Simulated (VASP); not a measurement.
# CaB12 (Im-3m) in VASP: a series of runs

The runs below take CaB12 through single point, relaxation of cell and atoms, with PBE.

Everything below comes from runs of VASP 6.6.1. Logs are shortened: lines on timing, memory, paths and dates and some standing lists are left out, and cuts for length are marked.

## 1. The cell of the first run

The structure is cubic, space group Im-3m (No. 229). The conventional cell has a = 6.053 Å, b = 6.053 Å, c = 6.053 Å, α = 90.00°, β = 90.00°, γ = 90.00°. Ca (site symmetry m-3m) has 36 B at 2.99 to 3.29 Å within 3.9 Å. B (site symmetry mm2) has 6 B at 1.76 to 1.82 Å within 2.3 Å.

## 2. Single point, PBE

The input, INCAR:

```
SYSTEM = CaB12
ALGO = Normal ; EDIFF = 1E-7
ENCUT = 520 ; GGA = PE
ISIF = 2 ; ISMEAR = 0
LASPH = .TRUE. ; LCHARG = .TRUE.
LELF = .TRUE. ; LREAL = .FALSE.
LVHAR = .TRUE. ; LWAVE = .FALSE.
NBANDS = 35 ; NELM = 100
PREC = Accurate ; SIGMA = 0.1
```

The input, KPOINTS:

```
k-points
0
G
  10 10 10
  0 0 0
```

The input, POSCAR:

```
CaB12
1.0
   -3.0265242030      3.0265242030      3.0265242030
    3.0265242030     -3.0265242030      3.0265242030
    3.0265242030      3.0265242030     -3.0265242030
Ca B
1 12
Direct
    0.0000000000      0.0000000000      0.0000000000
    0.3007414681      0.6503707340      0.6503707340
    0.0000000000      0.6503707340      0.3496292660
    0.0000000000      0.3496292660      0.6503707340
    0.6992585319      0.3496292660      0.3496292660
    0.6503707340      0.3007414681      0.6503707340
    0.3496292660      0.0000000000      0.6503707340
    0.6503707340      0.0000000000      0.3496292660
    0.3496292660      0.6992585319      0.3496292660
    0.6503707340      0.6503707340      0.3007414681
    0.6503707340      0.3496292660      0.0000000000
    0.3496292660      0.6503707340      0.0000000000
    0.3496292660      0.3496292660      0.6992585319
```

Potentials or basis: VASP PAW PBE potentials, release 64 (Ca_sv, B).

Run with:

```sh
$ cat potpaw_PBE.64/Ca_sv/POTCAR potpaw_PBE.64/B/POTCAR > POTCAR
$ mpirun -np 1 vasp_std > vasp.out
```

OUTCAR:

```text
SYSTEM = CaB12
   EDIFF = 1E-7
   ENCUT = 520
   GGA = PE
   ISIF = 2
   ISMEAR = 0
   LASPH = .TRUE.
   LREAL = .FALSE.
   NELM = 100
   PREC = Accurate

 ion  position               nearest neighbor table
   1  0.000  0.000  0.000-
   2  0.301  0.650  0.650-  13 1.76   9 1.76  12 1.76   7 1.76   3 1.82   4 1.82
   3  0.000  0.650  0.350-   7 1.76  11 1.76  10 1.76   9 1.76   2 1.82   5 1.82
   4  0.000  0.350  0.650-   8 1.76  12 1.76   6 1.76  13 1.76   2 1.82   5 1.82
   5  0.699  0.350  0.350-  10 1.76   6 1.76   8 1.76  11 1.76   3 1.82   4 1.82
   6  0.650  0.301  0.650-  13 1.76   5 1.76  11 1.76   4 1.76   7 1.82   8 1.82
   7  0.350  0.000  0.650-   3 1.76  11 1.76   2 1.76  13 1.76   6 1.82   9 1.82
   8  0.650  0.000  0.350-   4 1.76  12 1.76  10 1.76   5 1.76   6 1.82   9 1.82
   9  0.350  0.699  0.350-  10 1.76   2 1.76   3 1.76  12 1.76   7 1.82   8 1.82
  10  0.650  0.650  0.301-   5 1.76   9 1.76   8 1.76   3 1.76  11 1.82  12 1.82
  11  0.650  0.350  0.000-   3 1.76   7 1.76   6 1.76   5 1.76  10 1.82  13 1.82
  12  0.350  0.650  0.000-   4 1.76   8 1.76   2 1.76   9 1.76  10 1.82  13 1.82
  13  0.350  0.350  0.699-   2 1.76   6 1.76   4 1.76   7 1.76  11 1.82  12 1.82

  LATTYP: Found a body centered cubic cell.
 ALAT       =     6.0530484060

  Lattice vectors:

 A1 = (  -3.0265242030,   3.0265242030,   3.0265242030)
 A2 = (   3.0265242030,  -3.0265242030,   3.0265242030)
 A3 = (   3.0265242030,   3.0265242030,  -3.0265242030)

Analysis of symmetry for initial positions (statically):
=====================================================================
 Subroutine PRICEL returns:
 Original cell was already a primitive cell.

 Routine SETGRP: Setting up the symmetry group for a
 body centered cubic supercell.

 Subroutine GETGRP returns: Found 48 space group operations
 (whereof 48 operations were pure point group operations)
 out of a pool of 48 trial point group operations.

The static configuration has the point symmetry O_h .

Analysis of symmetry for dynamics (positions and initial velocities):
=====================================================================
 Subroutine PRICEL returns:
 Original cell was already a primitive cell.

 Routine SETGRP: Setting up the symmetry group for a
 body centered cubic supercell.

 Subroutine GETGRP returns: Found 48 space group operations
 (whereof 48 operations were pure point group operations)
 out of a pool of 48 trial point group operations.

The dynamic configuration has the point symmetry O_h .

 Subroutine INISYM returns: Found 48 space group operations
 (whereof 48 operations are pure point group operations),
 and found     1 'primitive' translations

----------------------------------------------------------------------------------------

                                     Primitive cell

  volume of cell :     110.8900

  direct lattice vectors                    reciprocal lattice vectors
    -3.026524203  3.026524203  3.026524203     0.000000000  0.165206014  0.165206014
     3.026524203 -3.026524203  3.026524203     0.165206014  0.000000000  0.165206014
     3.026524203  3.026524203 -3.026524203     0.165206014  0.165206014  0.000000000

  length of vectors
     5.242093690  5.242093690  5.242093690     0.233636586  0.233636586  0.233636586

  position of ions in fractional coordinates (direct lattice)
     0.000000000  0.000000000  0.000000000
     0.300741468  0.650370734  0.650370734
     0.000000000  0.650370734  0.349629266
     0.000000000  0.349629266  0.650370734
     0.699258532  0.349629266  0.349629266
     0.650370734  0.300741468  0.650370734
     0.349629266  0.000000000  0.650370734
     0.650370734  0.000000000  0.349629266
     0.349629266  0.699258532  0.349629266
     0.650370734  0.650370734  0.300741468
     0.650370734  0.349629266  0.000000000
     0.349629266  0.650370734  0.000000000
     0.349629266  0.349629266  0.699258532

  ion indices of the primitive-cell ions
   primitive index   ion index
                 1           1
                 2           2
                 3           3
                 4           4
                 5           5
                 6           6
                 7           7
                 8           8
                 9           9
                10          10
                11          11
                12          12
                13          13

----------------------------------------------------------------------------------------

 KPOINTS: k-points

Automatic generation of k-mesh.
 Grid dimensions read from file:
 generate k-points for:   10   10   10

 Generating k-lattice:

  Cartesian coordinates                     Fractional coordinates (reciprocal lattice)
     0.000000000  0.016520601  0.016520601     0.100000000  0.000000000  0.000000000
     0.016520601  0.000000000  0.016520601     0.000000000  0.100000000  0.000000000
     0.016520601  0.016520601  0.000000000     0.000000000  0.000000000  0.100000000

  Length of vectors
     0.023363659  0.023363659  0.023363659

  Shift w.r.t. Gamma in fractional coordinates (k-lattice)
     0.000000000  0.000000000  0.000000000

 Subroutine IBZKPT returns following result:
 ===========================================

 Found     47 irreducible k-points:

 Following reciprocal coordinates:
            Coordinates               Weight
  0.000000  0.000000  0.000000      1.000000
  0.100000  0.000000  0.000000     12.000000
  0.200000  0.000000  0.000000     12.000000
  0.300000  0.000000  0.000000     12.000000
  0.400000  0.000000  0.000000     12.000000
  0.500000  0.000000  0.000000      6.000000
[... 16 lines left out ...]
  0.300000  0.300000  0.100000      8.000000
 -0.300000  0.300000  0.100000     24.000000
 [... further k-points ...]
   k-points           NKPTS =     47   k-points in BZ     NKDIM =     47   number of bands    NBANDS=     35
   number of dos      NEDOS =    301   number of ions     NIONS =     13
   total plane-waves  NPLWV =  64000
   dimension x,y,z NGX =    40 NGY =   40 NGZ =   40
   dimension x,y,z NGXF=    80 NGYF=   80 NGZF=   80
   ions per type =               1  12
   NGX,Y,Z   is equivalent  to a cutoff of  12.69, 12.69, 12.69 a.u.
   NGXF,Y,Z  is equivalent  to a cutoff of  25.37, 25.37, 25.37 a.u.
 SYSTEM =  CaB12
   PREC   = accura    normal or accurate (medium, high low for compatibility)
   ISTART =      0    job   : 0-new  1-cont  2-samecut
   ICHARG =      2    charge: 1-file 2-atom 10-const
   ISPIN  =      1    spin polarized calculation?
   LNONCOLLINEAR =      F non collinear calculations
   LSORBIT =      F    spin-orbit coupling
   LASPH  =      T    aspherical Exc in radial PAW
   ENCUT  =  520.0 eV  38.22 Ry    6.18 a.u.   9.75  9.75  9.75*2*pi/ulx,y,z
   NELM   =    100;   NELMIN=  2; NELMDL= -5     # of ELM steps
   EDIFF  = 0.1E-06   stopping-criterion for ELM
   LREAL  =      F    real-space projection
   EDIFFG = 0.1E-05   stopping-criterion for IOM
   NSW    =      0    number of steps for IOM
   IBRION =     -1    ionic relax: 0-MD 1-quasi-New 2-CG
   NFREE  =      0    steps in history (QN), initial steepest desc. (CG)
   ISIF   =      2    stress and relaxation
   ISYM   =      2    0-nonsym 1-usesym 2-fastsym
   POTIM  = 0.5000    time-step for ionic-motion
   TEBEG  =    0.0;   TEEND  =   0.0 temperature during run
   PSTRESS=    0.0 pullay stress
   NELECT =      46.0000    total number of electrons
   NUPDOWN=      -1.0000    fix difference up-down
   EMIN   =  10.00;   EMAX   =-10.00  energy-range for DOS
   EFERMI =   0.00;   METHOD = LEGACY
   ISMEAR =     0;   SIGMA  =   0.10  broadening in eV -4-tet -1-fermi 0-gaus
   EFERMI_NEDOS =   21; number of points for ismear=-14 and -15
   IALGO  =     38    algorithm
   IMIX   =      4    mixing-type and parameters
     AMIX     =   0.40;   BMIX     =  1.00
     AMIX_MAG =   1.60;   BMIX_MAG =  1.00
  volume/ion in A,a.u.               =       8.53        57.56
  Fermi-wavevector in a.u.,A,eV,Ry     =   1.220946  2.307254 20.282345  1.490710
  Thomas-Fermi vector in A             =   2.356146
   LORBIT       =      0    0 simple, 1 ext, 2 COOP (PROOUT), +10 PAW based schemes
   GGA     = PE    functional components
   LHFCALC =     F    Hartree Fock is set to
   AEXX    =    0.0000 exact exchange contribution
   IVDW    =     0    specifies the selected vdW correction
   LEPSILON=     F    determine dielectric tensor
   LRPA    =     F    only Hartree local field effects (RPA)
 non-spin polarized calculation
 Gauss-broadening in eV      SIGMA  =   0.10
  energy-cutoff  :      520.00
  volume of cell :      110.89
 maximum number of plane-waves:      3043
   NGX = 19   NGY = 19   NGZ = 19

 number of electron      45.9999997 magnetization

 Free energy of the ion-electron system (eV)
  ---------------------------------------------------
  ext. energy  EPLUGINS =         0.00000000
  ---------------------------------------------------
  free energy    TOTEN  =       -75.91623816 eV

  energy without entropy =      -75.89117198  energy(sigma->0) =      -75.90370507

 E-fermi :   6.9368     XC(G=0): -11.2262

 val. band max:        6.9295106724   @ k =  -0.3000   0.3000   0.3000
 cond. band min:       6.9401475746   @ k =   0.4000   0.1000   0.1000
 fundamental gap:      0.0106369023
 Fermi energy:         6.9367989822

 k-point     1 :       0.0000    0.0000    0.0000
  band No.  band energies     occupation
      1     -35.4791      2.00000
      2     -16.4818      2.00000
      3     -16.4818      2.00000
      4     -16.4818      2.00000
      5      -9.6285      2.00000
      6      -5.5989      2.00000
[... 27 lines left out ...]
     34      10.4215      0.00000
     35      10.9328      0.00000
[... 843 lines left out ...]
      5      -9.1302      2.00000
      6      -7.3344      2.00000
[... 27 lines left out ...]
     34      10.4802      0.00000
     35      11.2836      0.00000

 [... further k-points ...]

------------------------ aborting loop because EDIFF is reached ----------------------------------------

  FORCE on cell =-STRESS in cart. coord.  units (eV):
  Direction    XX          YY          ZZ          XY          YZ          ZX
  --------------------------------------------------------------------------------------
  -------------------------------------------------------------------------------------
  Total       -0.0209574     -0.0209574     -0.0209574      0.0000000      0.0000000     -0.0000000
  in kB       -0.3028003     -0.3028003     -0.3028003      0.0000000      0.0000000     -0.0000000
  external PRESSURE =      -0.3028003 kB  Pullay stress =       0.0000000 kB

 VOLUME and BASIS-vectors are now :
 -----------------------------------------------------------------------------
  energy-cutoff  :      520.00
  volume of cell :      110.89
      direct lattice vectors                 reciprocal lattice vectors
    -3.026524203  3.026524203  3.026524203     0.000000000  0.165206014  0.165206014
     3.026524203 -3.026524203  3.026524203     0.165206014  0.000000000  0.165206014
     3.026524203  3.026524203 -3.026524203     0.165206014  0.165206014  0.000000000

 POSITION                                       TOTAL-FORCE (eV/Angst)
 -----------------------------------------------------------------------------------
      0.00000      0.00000      0.00000        -0.000000     -0.000000     -0.000000
      3.02652      0.91020      0.91020         0.000000     -0.009282     -0.009282
      3.02652     -0.91020      0.91020         0.000000      0.009282     -0.009282
      3.02652      0.91020     -0.91020         0.000000     -0.009282      0.009282
      0.00000      2.11632      2.11632        -0.000000      0.009282      0.009282
      0.91020      3.02652      0.91020        -0.009282     -0.000000     -0.009282
      0.91020      3.02652     -0.91020        -0.009282     -0.000000      0.009282
     -0.91020      3.02652      0.91020         0.009282     -0.000000     -0.009282
      2.11632      0.00000      2.11632         0.009282     -0.000000      0.009282
      0.91020      0.91020      3.02652        -0.009282     -0.009282     -0.000000
     -0.91020      0.91020      3.02652         0.009282     -0.009282     -0.000000
      0.91020     -0.91020      3.02652        -0.009282      0.009282     -0.000000
      2.11632      2.11632      0.00000         0.009282      0.009282     -0.000000
 -----------------------------------------------------------------------------------
    total drift:                                0.000000      0.000000     -0.000000

  FREE ENERGIE OF THE ION-ELECTRON SYSTEM (eV)
  ---------------------------------------------------
  free  energy   TOTEN  =       -75.9162381602 eV

  energy  without entropy=      -75.8911719839  energy(sigma->0) =      -75.90370507
```

Wall time 99 s (1 thread of Intel Xeon 6975P-C (Granite Rapids), shared host); peak memory 0.32 GiB.

Results:

```yaml
Free_energy: -75.9162 eV
Pressure: 0.0 GPa
Largest_force: 0.013 eV/Å
Band_gap_on_the_k_mesh: zero (band 23 reaches 8.17 eV, above the bottom of band 24 at 6.74 eV)
```

Forces in eV/Å, atoms in the order of the input:
```
Ca   0.000  0.000  0.000
B    0.000 -0.009 -0.009
B    0.000  0.009 -0.009
B    0.000 -0.009  0.009
B    0.000  0.009  0.009
B   -0.009  0.000 -0.009
B   -0.009  0.000  0.009
B    0.009  0.000 -0.009
B    0.009  0.000  0.009
B   -0.009 -0.009  0.000
B    0.009 -0.009  0.000
B   -0.009  0.009  0.000
B    0.009  0.009  0.000
```

Levels at points of the mesh, in eV from the Fermi level:
```csv
k point,band 19,band 20,band 21,band 22,band 23,band 24,band 25,band 26,band 27,band 28
"(0.00, 0.00, 0.00)",-3.68,-0.10,-0.10,-0.10,0.35,0.35,0.35,1.22,1.22,1.22
"(0.50, 0.00, 0.00)",-3.66,-3.01,-2.99,-2.81,-0.79,-0.14,0.98,2.14,2.66,3.10
"(0.50, 0.50, 0.50)",-2.05,-2.05,-2.05,-2.02,-2.02,0.21,0.21,0.21,0.96,2.28
```

## 3. Relaxation of cell and atoms, PBE

The input, INCAR:

```
SYSTEM = CaB12
PREC = Accurate ; ENCUT = 600
EDIFF = 1E-6 ; ISMEAR = 0
SIGMA = 0.1 ; LREAL = .FALSE.
LASPH = .TRUE. ; NELM = 100
ALGO = Normal ; ISIF = 3
LWAVE = .FALSE. ; LCHARG = .FALSE.
GGA = PE ; IBRION = 2
NSW = 100 ; EDIFFG = -0.01
```

The input, KPOINTS:

```
regular mesh
0
G
  10 10 10
  0 0 0
```

The input, POSCAR:

```
CaB12
1.0
   -3.0265183321      3.0265183321      3.0265183321
    3.0265183321     -3.0265183321      3.0265183321
    3.0265183321      3.0265183321     -3.0265183321
Ca B
1 12
Direct
    0.0000000000      0.0000000000      0.0000000000
    0.3008122206      0.6504061103      0.6504061103
    0.0000000000      0.6504061103      0.3495938897
    0.0000000000      0.3495938897      0.6504061103
    0.6991877794      0.3495938897      0.3495938897
    0.6504061103      0.3008122206      0.6504061103
    0.3495938897      0.0000000000      0.6504061103
    0.6504061103      0.0000000000      0.3495938897
    0.3495938897      0.6991877794      0.3495938897
    0.6504061103      0.6504061103      0.3008122206
    0.6504061103      0.3495938897      0.0000000000
    0.3495938897      0.6504061103      0.0000000000
    0.3495938897      0.3495938897      0.6991877794
```

Potentials or basis: VASP PAW PBE potentials, release 64 (Ca_sv, B).

Run with:

```sh
$ cat potpaw_PBE.64/Ca_sv/POTCAR potpaw_PBE.64/B/POTCAR > POTCAR
$ mpirun -np 1 vasp_std > vasp.out
```

OUTCAR:

```text
SYSTEM = CaB12
   PREC = Accurate
   ENCUT = 600
   EDIFF = 1E-6
   ISMEAR = 0
   LREAL = .FALSE.
   LASPH = .TRUE.
   NELM = 100
   ISIF = 3
   GGA = PE
   IBRION = 2
   NSW = 100
   EDIFFG = -0.01

 ion  position               nearest neighbor table
   1  0.000  0.000  0.000-
   2  0.301  0.650  0.650-   9 1.76  13 1.76  12 1.76   7 1.76   3 1.82   4 1.82
   3  0.000  0.650  0.350-   7 1.76  11 1.76  10 1.76   9 1.76   2 1.82   5 1.82
[... 1086 lines left out ...]
 VOLUME and BASIS-vectors are now :
 -----------------------------------------------------------------------------
  energy-cutoff  :      600.00
  volume of cell :      110.84
      direct lattice vectors                 reciprocal lattice vectors
    -3.026068869  3.026068869  3.026068869     0.000000000  0.165230873  0.165230873
     3.026068869 -3.026068869  3.026068869     0.165230873  0.000000000  0.165230873
     3.026068869  3.026068869 -3.026068869     0.165230873  0.165230873  0.000000000

 POSITION                                       TOTAL-FORCE (eV/Angst)
 -----------------------------------------------------------------------------------
      0.00000      0.00000      0.00000         0.000000      0.000000     -0.000000
      3.02607      0.90963      0.90963         0.000000     -0.000734     -0.000734
      3.02607     -0.90963      0.90963         0.000000      0.000734     -0.000734
      0.00000      3.93570      2.11644         0.000000     -0.000734      0.000734
      0.00000      2.11644      2.11644         0.000000      0.000734      0.000734
      0.90963      3.02607      0.90963        -0.000734      0.000000     -0.000734
      0.90963      3.02607     -0.90963        -0.000734      0.000000      0.000734
      2.11644      0.00000      3.93570         0.000734      0.000000     -0.000734
      2.11644      0.00000      2.11644         0.000734      0.000000      0.000734
      0.90963      0.90963      3.02607        -0.000734     -0.000734     -0.000000
     -0.90963      0.90963      3.02607         0.000734     -0.000734     -0.000000
      3.93570      2.11644      0.00000        -0.000734      0.000734     -0.000000
      2.11644      2.11644      0.00000         0.000734      0.000734     -0.000000
 -----------------------------------------------------------------------------------
    total drift:                               -0.000000     -0.000000      0.000000

  FREE ENERGIE OF THE ION-ELECTRON SYSTEM (eV)
  ---------------------------------------------------
  free  energy   TOTEN  =       -75.9273486504 eV

  energy  without entropy=      -75.9021985177  energy(sigma->0) =      -75.91477358

 reached required accuracy - stopping structural energy minimisation
```

It took 2.2 min on 1 thread of Intel Xeon 6975P-C (Granite Rapids), shared host; peak memory 0.36 GiB.

What came out:

| Item | Value |
| --- | --- |
| Free energy | -75.9273 eV |
| Relaxed volume | 8.53 Å³/atom |
| Relaxed cell | a = 5.241 Å, b = 5.241 Å, c = 5.241 Å, α = 109.47°, β = 109.47°, γ = 109.47° |
| Space group after relaxing (to 0.05 Å) | Im-3m (No. 229) |
| Energy gained by relaxing | 0.0 meV/atom |
| Ionic steps | 2 |
| Pressure after relaxing | 0.0 GPa |
| Band gap on the k mesh | zero (band 23 reaches 8.18 eV, above the bottom of band 24 at 6.75 eV) |

The path:
```tsv
step	energy change (eV)	largest force (eV/Å)	pressure (GPa)	volume (Å³)
1	0.0000	0.0189	-0.06	110.89
2	-0.0001	0.0010	0.04	110.84
```

Final structure:
```cif
data_structure
_symmetry_space_group_name_H-M 'P 1'
_symmetry_Int_Tables_number 1
_cell_length_a 5.2413
_cell_length_b 5.2413
_cell_length_c 5.2413
_cell_angle_alpha 109.471
_cell_angle_beta 109.471
_cell_angle_gamma 109.471
_cell_volume 110.84
loop_
_atom_site_label
_atom_site_type_symbol
_atom_site_fract_x
_atom_site_fract_y
_atom_site_fract_z
_atom_site_occupancy
Ca1 Ca 0.00000 0.00000 0.00000 1
B1 B 0.30060 0.65030 0.65030 1
B2 B 0.00000 0.65030 0.34970 1
B3 B 0.00000 0.34970 0.65030 1
B4 B 0.69940 0.34970 0.34970 1
B5 B 0.65030 0.30060 0.65030 1
B6 B 0.34970 0.00000 0.65030 1
B7 B 0.65030 0.00000 0.34970 1
B8 B 0.34970 0.69940 0.34970 1
B9 B 0.65030 0.65030 0.30060 1
B10 B 0.65030 0.34970 0.00000 1
B11 B 0.34970 0.65030 0.00000 1
B12 B 0.34970 0.34970 0.69940 1
```

(Part 1 of 2 ends here.)
